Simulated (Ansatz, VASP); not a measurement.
## TaN in VASP and in Ansatz

POSCAR

```
TaN
1.0
    2.9380011100      0.0000000000      0.0000000000
   -1.4690005500      2.5443836000      0.0000000000
    0.0000000000      0.0000000000      2.8830022100
Ta N
1 1
Direct
    0.3333333333      0.6666666667      0.5000000000
    0.0000000000      0.0000000000      0.0000000000
```

The input INCAR.step1:

```
SYSTEM = TaN
PREC = Accurate
ENCUT = 520
EDIFF = 1E-5
ISMEAR = -1
SIGMA = 0.05
LREAL = .FALSE.
LASPH = .TRUE.
NELM = 100
ALGO = Normal
ISIF = 2
LWAVE = .TRUE.
LCHARG = .FALSE.
NBANDS = 15
GGA = PE
```

The input INCAR.step2:

```
SYSTEM = TaN
PREC = Accurate
ENCUT = 520
EDIFF = 1E-6
ISMEAR = -1
SIGMA = 0.05
LREAL = .FALSE.
LASPH = .TRUE.
NELM = 100
ALGO = Normal
ISIF = 2
LWAVE = .FALSE.
LCHARG = .FALSE.
GGA = B3
LHFCALC = .TRUE.
AEXX = 0.2
AGGAX = 0.72
AGGAC = 0.81
ALDAC = 0.19
PRECFOCK = Normal
NBANDS = 15
ISTART = 1
```

The input KPOINTS:

```
Automatic mesh
0
G
  5 5 5
  0 0 0
```

The input input.yaml:

```yaml
crystal:
  lattice:
    - [2.93800111, 0.0, 0.0]
    - [-1.46900055, 2.5443836, 0.0]
    - [0.0, 0.0, 2.88300221]
  atoms:
    - { symbol: Ta, position: [0.3333333333, 0.6666666667, 0.5] }
    - { symbol: "N", position: [0.0, 0.0, 0.0] }
hamiltonian:
  xc: b3lyp
  pseudopotentials: { kind: paw }
kpoints:
  mp_grid: { grid: [5, 5, 5] }
scf:
  occupations: { method: fermi_dirac, width: 0.05 }
output:
  forces: true
  stress: true
  eigenvalues: true
  write_density: true
  write_potential: true
  elf: true
  volumetric_format: npy
```

Alike in both runs: task single point; functional B3LYP; k mesh 5 × 5 × 5; occupations fermi-dirac, width 0.05 eV; no spin polarisation.

|  | VASP | Ansatz |
| --- | --- | --- |
| version | VASP 6.6.1 | Ansatz 0.2.0 |
| potentials or method | VASP PAW PBE potentials, release 64 (Ta_pv, N) | Ansatz PAW |
| plane-wave cutoff (eV) | 520 | 420 |
| valence electrons in the cell | 16 | 18 |

Ansatz gave:

- gap on the k mesh at the Fermi level (eV): none
- pressure (GPa): 7.2
- traceless stress, the component that is largest in VASP (GPa): 0.14

Problem. Which values does VASP return?

Solution. gap on the k mesh at the Fermi level (eV): none; pressure (GPa): 7.9; traceless stress, the component that is largest in VASP (GPa): 0.21.

VASP's potentials were made for PBE, not for B3LYP. A gap of «none» marks a metal or a gap that the smearing closes. VASP's potentials hold 16 valence electrons a cell and Ansatz's 18, so a difference there can come from the potentials and not from the codes.

The k mesh is coarse, so the values compare programs but aren't converged. Spin-orbit coupling is off throughout.
